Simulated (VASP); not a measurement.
# RbH6Pt (P6/mmm) in VASP: a series of runs

Runs on RbH6Pt. Level: PBE. Tasks: single point, relaxation of cell and atoms.

All numbers are computed with VASP 6.6.1; they aren't measurements. Logs are shortened: lines on timing, memory, paths and dates and some standing lists are left out, and cuts for length are marked.

## (1) The cell of the first run

The structure is hexagonal, space group P6/mmm (No. 191). Conventional cell: a = 7.170 Å, b = 7.170 Å, c = 5.856 Å, α = 90.00°, β = 90.00°, γ = 120.00°. Within 3.9 Å of Rb (site symmetry 6/mmm) lie 2 Pt at 2.93 Å and 12 H at 3.60 Å. H (site symmetry mm2) has 1 H at 0.75 Å within 1.0 Å. Pt (site symmetry 6/mmm) has 2 Rb at 2.93 Å within 3.9 Å.

The cell was generated, and may not be a known phase.

## (2) Single point, PBE

Contents of INCAR:

```
SYSTEM = RbH6Pt
ALGO = Normal
EDIFF = 1E-6
ENCUT = 520
GGA = PE
ISIF = 2
ISMEAR = 0
LASPH = .TRUE.
LCHARG = .TRUE.
LELF = .TRUE.
LREAL = .FALSE.
LVHAR = .TRUE.
LWAVE = .FALSE.
NBANDS = 22
NELM = 100
PREC = Accurate
SIGMA = 0.1
```

Contents of KPOINTS:

```
k-points
0
G
  6 6 4
  0 0 0
```

Contents of POSCAR:

```
RbH6Pt
1.0
    7.1702864926      0.0000000046      0.0000000000
   -3.5851432502      6.2096502527      0.0000000000
    0.0000000000      0.0000000000      5.8561940844
Rb H Pt
1 6 1
Direct
    0.0000000000      0.0000000000      0.0000000000
    0.5301877998      0.4698122002      0.0000000000
    0.5301877998      0.0603755995      0.0000000000
    0.9396244005      0.4698122002      0.0000000000
    0.4698122002      0.5301877998      0.0000000000
    0.4698122002      0.9396244005      0.0000000000
    0.0603755995      0.5301877998      0.0000000000
    0.0000000000      0.0000000000      0.5000000000
```

Potentials or basis: VASP PAW PBE potentials, release 64 (Rb_sv, H, Pt).

Started as:

```
$ cat potpaw_PBE.64/Rb_sv/POTCAR potpaw_PBE.64/H/POTCAR potpaw_PBE.64/Pt/POTCAR > POTCAR
$ mpirun -np 1 vasp_std > vasp.out
```

OUTCAR:

```text
SYSTEM = RbH6Pt
   EDIFF = 1E-6
   ENCUT = 520
   GGA = PE
   ISIF = 2
   ISMEAR = 0
   LASPH = .TRUE.
   LREAL = .FALSE.
   NELM = 100
   PREC = Accurate

 ion  position               nearest neighbor table
   1  0.000  0.000  0.000-   8 2.93   8 2.93
   2  0.530  0.470  0.000-   5 0.75
   3  0.530  0.060  0.000-   6 0.75
   4  0.940  0.470  0.000-   7 0.75
   5  0.470  0.530  0.000-   2 0.75
   6  0.470  0.940  0.000-   3 0.75
   7  0.060  0.530  0.000-   4 0.75
   8  0.000  0.000  0.500-   1 2.93   1 2.93

  LATTYP: Found a hexagonal cell.
 ALAT       =     7.1702864926
 C/A-ratio  =     0.8167308364

  Lattice vectors:

 A1 = (   7.1702864926,   0.0000000046,   0.0000000000)
 A2 = (  -3.5851432502,   6.2096502527,   0.0000000000)
 A3 = (   0.0000000000,   0.0000000000,   5.8561940844)

Analysis of symmetry for initial positions (statically):
=====================================================================
 Subroutine PRICEL returns:
 Original cell was already a primitive cell.

 Routine SETGRP: Setting up the symmetry group for a
 hexagonal supercell.

 Subroutine GETGRP returns: Found 24 space group operations
 (whereof 24 operations were pure point group operations)
 out of a pool of 24 trial point group operations.

The static configuration has the point symmetry D_6h.

Analysis of symmetry for dynamics (positions and initial velocities):
=====================================================================
 Subroutine PRICEL returns:
 Original cell was already a primitive cell.

 Routine SETGRP: Setting up the symmetry group for a
 hexagonal supercell.

 Subroutine GETGRP returns: Found 24 space group operations
 (whereof 24 operations were pure point group operations)
 out of a pool of 24 trial point group operations.

The dynamic configuration has the point symmetry D_6h.

 Subroutine INISYM returns: Found 24 space group operations
 (whereof 24 operations are pure point group operations),
 and found     1 'primitive' translations

----------------------------------------------------------------------------------------

                                     Primitive cell

  volume of cell :     260.7469

  direct lattice vectors                    reciprocal lattice vectors
     7.170286493  0.000000005  0.000000000     0.139464441  0.080519833  0.000000000
    -3.585143250  6.209650253  0.000000000    -0.000000000  0.161039666  0.000000000
     0.000000000  0.000000000  5.856194084     0.000000000  0.000000000  0.170759368

  length of vectors
     7.170286493  7.170286493  5.856194084     0.161039666  0.161039666  0.170759368

  position of ions in fractional coordinates (direct lattice)
     0.000000000  0.000000000  0.000000000
     0.530187800  0.469812200  0.000000000
     0.530187800  0.060375599  0.000000000
     0.939624401  0.469812200  0.000000000
     0.469812200  0.530187800  0.000000000
     0.469812200  0.939624401  0.000000000
     0.060375599  0.530187800  0.000000000
     0.000000000  0.000000000  0.500000000

  ion indices of the primitive-cell ions
   primitive index   ion index
                 1           1
                 2           2
                 3           3
                 4           4
                 5           5
                 6           6
                 7           7
                 8           8

----------------------------------------------------------------------------------------

 KPOINTS: k-points

Automatic generation of k-mesh.
 Grid dimensions read from file:
 generate k-points for:    6    6    4

 Generating k-lattice:

  Cartesian coordinates                     Fractional coordinates (reciprocal lattice)
     0.023244074  0.013419972  0.000000000     0.166666667  0.000000000  0.000000000
    -0.000000000  0.026839944  0.000000000     0.000000000  0.166666667  0.000000000
     0.000000000  0.000000000  0.042689842     0.000000000  0.000000000  0.250000000

  Length of vectors
     0.026839944  0.026839944  0.042689842

  Shift w.r.t. Gamma in fractional coordinates (k-lattice)
     0.000000000  0.000000000  0.000000000

 Subroutine IBZKPT returns following result:
 ===========================================

 Found     21 irreducible k-points:

 Following reciprocal coordinates:
            Coordinates               Weight
  0.000000  0.000000  0.000000      1.000000
  0.166667  0.000000  0.000000      6.000000
  0.333333 -0.000000  0.000000      6.000000
  0.500000 -0.000000  0.000000      3.000000
  0.166667  0.166667  0.000000      6.000000
  0.333333  0.166667  0.000000     12.000000
[... 13 lines left out ...]
  0.333333  0.166667  0.500000     12.000000
  0.333333  0.333333  0.500000      2.000000
   k-points           NKPTS =     21   k-points in BZ     NKDIM =     21   number of bands    NBANDS=     22
   number of dos      NEDOS =    301   number of ions     NIONS =      8
   total plane-waves  NPLWV = 139968
   dimension x,y,z NGX =    54 NGY =   54 NGZ =   48
   dimension x,y,z NGXF=   108 NGYF=  108 NGZF=   96
   ions per type =               1   6   1
   NGX,Y,Z   is equivalent  to a cutoff of  12.52, 12.52, 13.63 a.u.
   NGXF,Y,Z  is equivalent  to a cutoff of  25.04, 25.04, 27.25 a.u.
 SYSTEM =  RbH6Pt
   PREC   = accura    normal or accurate (medium, high low for compatibility)
   ISTART =      0    job   : 0-new  1-cont  2-samecut
   ICHARG =      2    charge: 1-file 2-atom 10-const
   ISPIN  =      1    spin polarized calculation?
   LNONCOLLINEAR =      F non collinear calculations
   LSORBIT =      F    spin-orbit coupling
   LASPH  =      T    aspherical Exc in radial PAW
   ENCUT  =  520.0 eV  38.22 Ry    6.18 a.u.  13.33 13.33 10.89*2*pi/ulx,y,z
   NELM   =    100;   NELMIN=  2; NELMDL= -5     # of ELM steps
   EDIFF  = 0.1E-05   stopping-criterion for ELM
   LREAL  =      F    real-space projection
   EDIFFG = 0.1E-04   stopping-criterion for IOM
   NSW    =      0    number of steps for IOM
   IBRION =     -1    ionic relax: 0-MD 1-quasi-New 2-CG
   NFREE  =      0    steps in history (QN), initial steepest desc. (CG)
   ISIF   =      2    stress and relaxation
   ISYM   =      2    0-nonsym 1-usesym 2-fastsym
   POTIM  = 0.5000    time-step for ionic-motion
   TEBEG  =    0.0;   TEEND  =   0.0 temperature during run
   PSTRESS=    0.0 pullay stress
   NELECT =      25.0000    total number of electrons
   NUPDOWN=      -1.0000    fix difference up-down
   EMIN   =  10.00;   EMAX   =-10.00  energy-range for DOS
   EFERMI =   0.00;   METHOD = LEGACY
   ISMEAR =     0;   SIGMA  =   0.10  broadening in eV -4-tet -1-fermi 0-gaus
   EFERMI_NEDOS =   21; number of points for ismear=-14 and -15
   IALGO  =     38    algorithm
   IMIX   =      4    mixing-type and parameters
     AMIX     =   0.40;   BMIX     =  1.00
     AMIX_MAG =   1.60;   BMIX_MAG =  1.00
  volume/ion in A,a.u.               =      32.59       219.95
  Fermi-wavevector in a.u.,A,eV,Ry     =   0.749287  1.415948  7.638742  0.561432
  Thomas-Fermi vector in A             =   1.845772
   LORBIT       =      0    0 simple, 1 ext, 2 COOP (PROOUT), +10 PAW based schemes
   GGA     = PE    functional components
   LHFCALC =     F    Hartree Fock is set to
   AEXX    =    0.0000 exact exchange contribution
   IVDW    =     0    specifies the selected vdW correction
   LEPSILON=     F    determine dielectric tensor
   LRPA    =     F    only Hartree local field effects (RPA)
 non-spin polarized calculation
 Gauss-broadening in eV      SIGMA  =   0.10
  energy-cutoff  :      520.00
  volume of cell :      260.75
 maximum number of plane-waves:      7078
 NGX is ok and might be reduce to    54
   NGX = 27   NGY = 27   NGZ = 21

 number of electron      24.9999997 magnetization

 Free energy of the ion-electron system (eV)
  ---------------------------------------------------
  ext. energy  EPLUGINS =         0.00000000
  ---------------------------------------------------
  free energy    TOTEN  =       -24.48774759 eV

  energy without entropy =      -24.42697824  energy(sigma->0) =      -24.45736292

 E-fermi :  -2.4986     XC(G=0):  -4.7575

 val. band max:       -2.5715862065   @ k =   0.5000  -0.0000   0.5000
 cond. band min:      -2.1396624668   @ k =   0.0000   0.0000   0.5000
 fundamental gap:      0.4319237397
 Fermi energy:        -2.4985739139

 k-point     1 :       0.0000    0.0000    0.0000
  band No.  band energies     occupation
      1     -29.2513      2.00000
      2     -13.3966      2.00000
      3     -13.3778      2.00000
      4     -13.3778      2.00000
      5      -9.4114      2.00000
      6      -8.8757      2.00000
[... 14 lines left out ...]
     21       4.0917      0.00000
     22       4.4928      0.00000

 k-point     2 :       0.1667    0.0000    0.0000
  band No.  band energies     occupation
      1     -29.2513      2.00000
      2     -13.3966      2.00000
      3     -13.3800      2.00000
      4     -13.3785      2.00000
      5      -9.3769      2.00000
      6      -8.9083      2.00000
[... 14 lines left out ...]
     21       4.3128      0.00000
     22       4.4016      0.00000

 k-point     3 :       0.3333   -0.0000    0.0000
  band No.  band energies     occupation
      1     -29.2513      2.00000
      2     -13.3966      2.00000
      3     -13.3844      2.00000
      4     -13.3798      2.00000
      5      -9.2871      2.00000
      6      -8.9942      2.00000
[... 14 lines left out ...]
     21       3.8303      0.00000
     22       4.4021      0.00000
[... 401 lines left out ...]
 k-point    20 :       0.3333    0.1667    0.5000
  band No.  band energies     occupation
      1     -29.2464      2.00000
      2     -13.5618      2.00000
      3     -13.3912      2.00000
      4     -13.3872      2.00000
      5      -9.2105      2.00000
      6      -9.0500      2.00000
[... 14 lines left out ...]
     21       3.2894      0.00000
     22       3.6564      0.00000

 k-point    21 :       0.3333    0.3333    0.5000
  band No.  band energies     occupation
      1     -29.2464      2.00000
      2     -13.5618      2.00000
      3     -13.3899      2.00000
      4     -13.3899      2.00000
      5      -9.1259      2.00000
      6      -9.1259      2.00000
[... 14 lines left out ...]
     21       3.5465      0.00000
     22       3.9737      0.00000

------------------------ aborting loop because EDIFF is reached ----------------------------------------

  FORCE on cell =-STRESS in cart. coord.  units (eV):
  Direction    XX          YY          ZZ          XY          YZ          ZX
  --------------------------------------------------------------------------------------
  -------------------------------------------------------------------------------------
  Total        0.0621897      0.0621897     -0.0838808      0.0000000      0.0000000      0.0000000
  in kB        0.3821292      0.3821292     -0.5154116      0.0000000      0.0000000      0.0000000
  external PRESSURE =       0.0829490 kB  Pullay stress =       0.0000000 kB

 VOLUME and BASIS-vectors are now :
 -----------------------------------------------------------------------------
  energy-cutoff  :      520.00
  volume of cell :      260.75
      direct lattice vectors                 reciprocal lattice vectors
     7.170286493  0.000000005  0.000000000     0.139464441  0.080519833  0.000000000
    -3.585143250  6.209650253  0.000000000    -0.000000000  0.161039666  0.000000000
     0.000000000  0.000000000  5.856194084     0.000000000  0.000000000  0.170759368

 POSITION                                       TOTAL-FORCE (eV/Angst)
 -----------------------------------------------------------------------------------
      0.00000      0.00000      0.00000         0.000000     -0.000000      0.000000
      2.11725      2.91737      0.00000         0.013064     -0.007542      0.000000
      3.58514      0.37491      0.00000        -0.000000      0.015085     -0.000000
      5.05303      2.91737      0.00000        -0.013064     -0.007542      0.000000
      1.46789      3.29228      0.00000        -0.013064      0.007542      0.000000
     -0.00000      5.83474      0.00000         0.000000     -0.015085      0.000000
     -1.46789      3.29228      0.00000         0.013064      0.007542      0.000000
      0.00000      0.00000      2.92810         0.000000     -0.000000      0.000000
 -----------------------------------------------------------------------------------
    total drift:                               -0.000000      0.000000      0.000000

  FREE ENERGIE OF THE ION-ELECTRON SYSTEM (eV)
  ---------------------------------------------------
  free  energy   TOTEN  =       -24.4877475936 eV

  energy  without entropy=      -24.4269782391  energy(sigma->0) =      -24.45736292
```

Run time: 3.5 min. Hardware: 1 thread of Oxide Virtual Turin-like, shared host; peak memory 0.41 GiB.

What came out:

```yaml
Free_energy: -24.4877 eV
Pressure: 0.0 GPa
Largest_force: 0.015 eV/Å
Band_gap_on_the_k_mesh: zero (an odd number of electrons rules out a gap without spin polarisation)
```

Forces in eV/Å, atoms in the order of the input:
```
Rb   0.000  0.000  0.000
H    0.013 -0.008  0.000
H    0.000  0.015  0.000
H   -0.013 -0.008  0.000
H   -0.013  0.008  0.000
H    0.000 -0.015  0.000
H    0.013  0.008  0.000
Pt   0.000  0.000  0.000
```

Stress tensor (GPa, compression positive):
```
 0.04  0.00  0.00
 0.00  0.04  0.00
 0.00  0.00 -0.05
```

Levels at points of the mesh, in eV from the Fermi level:
```
           k point  band 9  band 10  band 11  band 12  band 13  band 14  band 15  band 16  band 17  band 18
(0.00, 0.00, 0.00)   -0.47    -0.47    -0.19    -0.09    -0.09     2.99     4.02     4.02     4.94     5.01
(0.50, 0.00, 0.00)   -0.48    -0.47    -0.16    -0.09    -0.08     3.51     3.57     4.17     4.56     5.45
(0.00, 0.00, 0.50)   -0.29    -0.21    -0.08    -0.08     0.36     3.12     3.56     3.99     3.99     4.70
(0.50, 0.00, 0.50)   -0.28    -0.15    -0.08    -0.07     0.43     2.94     3.15     3.74     3.79     4.93
```

Caveat: spin-orbit coupling is left out, which moves the levels of the heavy elements; an odd number of electrons without spin polarisation forces a metal; a magnetic or distorted state may lie lower.

## (3) Relaxation of cell and atoms, PBE

This run uses another cell than the first one, of 11.95 Å³/atom.

Contents of INCAR:

```
SYSTEM = RbH6Pt
PREC = Accurate
ENCUT = 600
EDIFF = 1E-6
ISMEAR = 0
SIGMA = 0.1
LREAL = .FALSE.
LASPH = .TRUE.
NELM = 100
ALGO = Normal
ISIF = 3
LWAVE = .FALSE.
LCHARG = .FALSE.
GGA = PE
IBRION = 2
NSW = 90
EDIFFG = -0.04
```

Contents of KPOINTS:

```
Automatic mesh
0
G
  6 6 4
  0 0 0
```

Contents of POSCAR:

```
RbH6Pt
1.0
    4.5337683500      0.0000000000      0.0000000000
   -2.2668841800      3.9263585700      0.0000000000
    0.0000000000      0.0000000000      5.3713102600
Rb H Pt
1 6 1
Direct
    0.0000000000      0.0000000000      0.0000000000
    0.5821506100      0.4178493900      0.0000000000
    0.5821506100      0.1643012200      0.0000000000
    0.8356987800      0.4178493900      0.0000000000
    0.4178493900      0.5821506100      0.0000000000
    0.4178493900      0.8356987800      0.0000000000
    0.1643012200      0.5821506100      0.0000000000
    0.0000000000      0.0000000000      0.5000000000
```

Potentials or basis: VASP PAW PBE potentials, release 64 (Rb_sv, H, Pt).

Started as:

```
$ cat potpaw_PBE.64/Rb_sv/POTCAR potpaw_PBE.64/H/POTCAR potpaw_PBE.64/Pt/POTCAR > POTCAR
$ mpirun -np 1 vasp_std > vasp.out
```

It took 15 min on 1 thread of Oxide Virtual Turin-like, shared host; peak memory 0.24 GiB.

The run converged. Its results:

```yaml
Free_energy: -24.1461 eV
Relaxed_volume: 24.18 Å³/atom
Relaxed_cell: a = 6.220 Å, b = 6.220 Å, c = 5.775 Å, α = 90.00°, β = 90.00°, γ = 120.00°
Space_group_after_relaxing_to_0.1_Å: P6/mmm (No. 191)
Energy_gained_by_relaxing: 701.9 meV/atom
Ionic_steps: 18
Pressure_after_relaxing: 0.1 GPa
Largest_force_after_relaxing: 0.016 eV/Å
Band_gap_on_the_k_mesh: zero (an odd number of electrons rules out a gap without spin polarisation)
```

Forces in eV/Å, atoms in the order of the input:
```
Rb   0.000  0.000  0.000
H    0.014 -0.008  0.000
H    0.000  0.016  0.000
H   -0.014 -0.008  0.000
H   -0.014  0.008  0.000
H    0.000 -0.016  0.000
H    0.014  0.008  0.000
Pt   0.000  0.000  0.000
```

The path:
```tsv
step	energy change (eV)	largest force (eV/Å)	pressure (GPa)	volume (Å³)
1	0.0000	1.8352	6.74	95.62
2	-1.2414	2.0730	3.61	102.74
3	-4.1402	4.0887	7.77	126.22
4	-3.1789	2.4680	3.04	112.39
5	-4.2938	1.1505	4.43	119.17
6	-4.4684	0.9494	5.94	122.66
7	-5.1695	1.1677	2.79	149.52
8	-5.4221	1.5416	1.37	178.99
9	-3.5115	3.9990	-3.35	196.11
10	-5.5143	0.5100	-0.01	181.62
11	-5.5210	0.2366	0.18	181.11
12	-5.5217	0.1227	0.26	180.91
13	-5.5478	0.1297	0.17	183.03
14	-5.6026	0.1358	0.03	189.23
15	-5.5718	0.0909	0.21	200.88
16	-5.6148	0.0847	0.08	193.34
17	-5.5918	0.7701	0.54	194.47
18	-5.6153	0.0160	0.13	193.48
```

Final structure:
```
Rb H Pt
1.0
     6.21953    0.00000    0.00000
    -3.10977    5.38627    0.00000
     0.00000    0.00000    5.77546
Rb H Pt
1 6 1
Direct
  0.00000 0.00000 0.00000
  0.53475 0.46525 0.00000
  0.53475 0.06951 0.00000
  0.93049 0.46525 0.00000
  0.46525 0.53475 0.00000
  0.46525 0.93049 0.00000
  0.06951 0.53475 0.00000
  0.00000 0.00000 0.50000
```

Levels at points of the mesh, in eV from the Fermi level:
```tsv
k point	band 9	band 10	band 11	band 12	band 13	band 14	band 15	band 16	band 17
(0.00, 0.00, 0.00)	-0.52	-0.52	-0.26	-0.09	-0.09	2.38	4.55	4.61	4.61
(0.50, 0.00, 0.00)	-0.55	-0.53	-0.15	-0.09	-0.08	3.36	3.59	4.73	5.48
(0.00, 0.00, 0.50)	-0.32	-0.32	-0.10	-0.10	0.38	2.46	3.95	4.31	4.31
(0.50, 0.00, 0.50)	-0.31	-0.18	-0.08	-0.06	0.54	2.62	3.23	3.81	3.89
```

Caveat: the volume moved by over 15 % at a fixed basis, so the end points are rough; spin-orbit coupling is left out, which moves the levels of the heavy elements; an odd number of electrons without spin polarisation forces a metal; a magnetic or distorted state may lie lower.

The gap in the log of VASP goes by the Fermi energy; the results here count the filled bands.